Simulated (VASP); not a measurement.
The system is La.

```
CELL_PARAMETERS angstrom
0.00000 2.65465 2.65465
2.65465 0.00000 2.65465
2.65465 2.65465 0.00000
ATOMIC_POSITIONS crystal
La 0.00000 0.00000 0.00000
```

This isn't the form of La at room conditions, which is double hcp.

```yaml
Program: VASP 6.6.1
Task: relaxation of cell and atoms
Functional: PBEsol
Potentials_or_basis: VASP PAW PBE potentials, release 64 (La)
Cutoff: 600 eV
k_mesh: 10 × 10 × 10
Occupations: fermi-dirac, width 0.1 eV
Spin: no spin polarisation
```

At the start: pressure -2.2 GPa; volume 37.42 Å³/atom.

Problem. Where does the relaxation end?

Solution. Over 3 steps the energy falls by 22.8 meV/atom and the volume is 34.19 Å³/atom (-8.6 %); space group Fm-3m (No. 225, to 0.1 Å) before and after.

The path:
```tsv
step	energy change (eV)	largest force (eV/Å)	pressure (GPa)	volume (Å³)
1	0.0000	0.0000	-2.15	37.42
2	-0.0219	0.0000	-0.44	34.76
3	-0.0228	0.0000	-0.02	34.19
```

Final structure:
```
La
1.0
     0.00000    2.57603    2.57603
     2.57603    0.00000    2.57603
     2.57603    2.57603    0.00000
La
1
Direct
  0.00000 0.00000 0.00000
```

Caveat: the PAW data sets were made with another functional, which shifts forces and pressure a little.
